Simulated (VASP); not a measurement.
**CsCl: relaxation of cell and atoms with r2SCAN**

Crystal: CsCl.

```
Cs Cl
1.0
     4.12300    0.00000    0.00000
     0.00000    4.12300    0.00000
     0.00000    0.00000    4.12300
Cs Cl
1 1
Direct
  0.00000 0.00000 0.00000
  0.50000 0.50000 0.50000
```

```
Program                : VASP 6.6.1
Task                   : relaxation of cell and atoms
Functional             : r2SCAN
Potentials or basis    : VASP PAW PBE potentials, release 64 (Cs_sv, Cl)
Cutoff                 : 550 eV
k mesh                 : 6 × 6 × 6
Occupations            : gaussian, width 0.01 eV
Spin                   : no spin polarisation
Dipole correction      : no
Further INCAR settings : ALGO = Normal; EDIFF = 1e-07; IBRION = 2; EDIFFG = -0.002; NSW = 100; ISIF = 3
```

- Relaxed volume: 35.56 Å³/atom
- Relaxed cell: a = 4.143 Å, b = 4.143 Å, c = 4.143 Å, α = 90.00°, β = 90.00°, γ = 90.00°
- Space group after relaxing (to 0.1 Å): Pm-3m (No. 221)
- Energy gained by relaxing: 0.4 meV/atom
- Ionic steps: 3
- Pressure after relaxing: 0.0 GPa
- Band gap on the k mesh: 5.91 eV

Step by step:
| step | energy change (eV) | largest force (eV/Å) | pressure (GPa) | volume (Å³) |
| --- | --- | --- | --- | --- |
| 1 | 0.0000 | 0.0000 | 0.28 | 70.09 |
| 2 | -0.0008 | 0.0000 | 0.11 | 70.71 |
| 3 | -0.0009 | 0.0000 | 0.00 | 71.11 |

Final structure:
```
CELL_PARAMETERS angstrom
4.14296 0.00000 0.00000
0.00000 4.14296 0.00000
0.00000 0.00000 4.14296
ATOMIC_POSITIONS crystal
Cs 0.00000 0.00000 0.00000
Cl 0.50000 0.50000 0.50000
```

Levels at points of the mesh, in eV from the valence-band top:
```tsv
k point	band 6	band 7	band 8	band 9	band 10	band 11
(0.00, 0.00, 0.00)	0.00	0.00	0.00	5.91	5.91	5.99
(0.50, 0.00, 0.00)	-1.12	-0.22	-0.22	6.94	8.24	9.56
(0.50, 0.50, 0.00)	-0.43	-0.43	-0.05	6.55	6.64	8.62
(0.50, 0.50, 0.50)	-1.06	-1.06	-1.06	9.12	9.12	9.12
```

It took 3.6 min on 1 thread of Intel Xeon 8259CL, on a shared host, peak memory 0.2 GiB.

Caveat: the PAW data sets were made with another functional, which shifts forces and pressure a little; spin-orbit coupling is left out, which moves the levels of the heavy elements. r2SCAN opens gaps a little over a GGA but as a rule still falls short of measured ones.
